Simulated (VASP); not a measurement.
# GaN: single point with r2SCAN

The system is GaN.

```
CELL_PARAMETERS angstrom
0.00000 2.16462 2.33510
2.16462 0.00000 2.33510
2.16462 2.16462 0.00000
ATOMIC_POSITIONS crystal
Ga 0.00000 0.00000 0.00000
N 0.25000 0.25000 0.25000
```

This cell differs from its parent crystal: epitaxial xy strain -3.8%.

```json
{
 "Program": "VASP 6.6.1",
 "Task": "single point",
 "Functional": "r2SCAN",
 "Potentials or basis": "VASP PAW PBE potentials, release 64 (Ga_d, N)",
 "Cutoff": "520 eV",
 "k mesh": "10 × 10 × 10",
 "Occupations": "gaussian, width 0.01 eV",
 "Spin": "no spin polarisation",
 "Dipole correction": "no",
 "Further INCAR settings": "ALGO = Normal; EDIFF = 1e-07; NBANDS = 16"
}
```

| Property | Result |
| --- | --- |
| Pressure | 9.0 GPa |
| Band gap on the k mesh | 2.26 eV, direct |

Stress tensor (GPa, compression positive):
```
12.84  0.00  0.00
 0.00 12.84  0.00
 0.00  0.00  1.34
```

Levels at points of the mesh, in eV from the valence-band top:
| k point | band 6 | band 7 | band 8 | band 9 | band 10 | band 11 | band 12 | band 13 |
| --- | --- | --- | --- | --- | --- | --- | --- | --- |
| (0.00, 0.00, 0.00) | -13.62 | -0.42 | 0.00 | 0.00 | 2.26 | 11.13 | 11.13 | 11.34 |
| (0.50, 0.00, 0.00) | -12.49 | -7.58 | -1.51 | -0.87 | 5.16 | 9.56 | 10.75 | 11.74 |
| (0.50, 0.50, 0.00) | -12.39 | -7.11 | -2.66 | -2.66 | 4.06 | 8.23 | 12.03 | 15.58 |
| (0.50, 0.00, 0.50) | -11.97 | -6.24 | -3.28 | -3.23 | 3.49 | 6.96 | 13.15 | 14.15 |

Wall time 2.2 min on 1 thread of Intel(R) Xeon(R) Platinum 8375C CPU @ 2.90GHz (Ice Lake), with other jobs on the host, peak memory 0.17 GiB.

Caveat: the cell differs from its parent crystal (epitaxial xy strain -3.8%); the PAW data sets were made with another functional, which shifts forces and pressure a little.
